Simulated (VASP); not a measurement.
Here is a VASP 6.6.1 calculation.

Contents of INCAR:

```
SYSTEM = WC
  ALGO = Normal
  EDIFF = 1E-8
  ENCUT = 520
  GGA = PS
  ISIF = 2
  ISMEAR = -1
  LASPH = .TRUE.
  LCHARG = .FALSE.
  LEFG = .TRUE.
  LREAL = .FALSE.
  LWAVE = .FALSE.
  NBANDS = 16
  NELM = 100
  PREC = Accurate
  SIGMA = 0.05
```

File KPOINTS:

```
k-points
0
G
  14 14 13
  0 0 0
```

POSCAR

```
WC
1.0
    2.8908006898      0.0000000000      0.0000000000
   -1.4454003449      2.5035068347      0.0000000000
    0.0000000000      0.0000000000      2.8195383909
W C
1 1
Direct
    0.0000000000      0.0000000000      0.0000000000
    0.6666666667      0.3333333333      0.5000000000
```

Potentials or basis: VASP PAW PBE potentials, release 64 (W_sv, C).

Launch:

```bash
$ cat potpaw_PBE.64/W_sv/POTCAR potpaw_PBE.64/C/POTCAR > POTCAR
$ mpirun -np 1 vasp_std > vasp.out
```

**Question.** Estimate the band gap on the k mesh.

**Answer.** Zero (band 9 reaches 11.94 eV, above the bottom of band 10 at 10.58 eV).

**Question.** Predict the pressure.

**Answer.** 4.8 GPa.

Electric field gradients, principal values (V/Å²):
```csv
atom,least,middle,greatest (by size)
1 W,73.049,73.050,-146.099
2 C,0.082,0.083,-0.166
```

Caveat: without QUAD_EFG the Cq values of the log hold for a quadrupole moment of 1 mb, not for the nuclei; the PAW data sets were made with another functional, which shifts forces and pressure a little; spin-orbit coupling is left out, which moves the levels of the heavy elements.
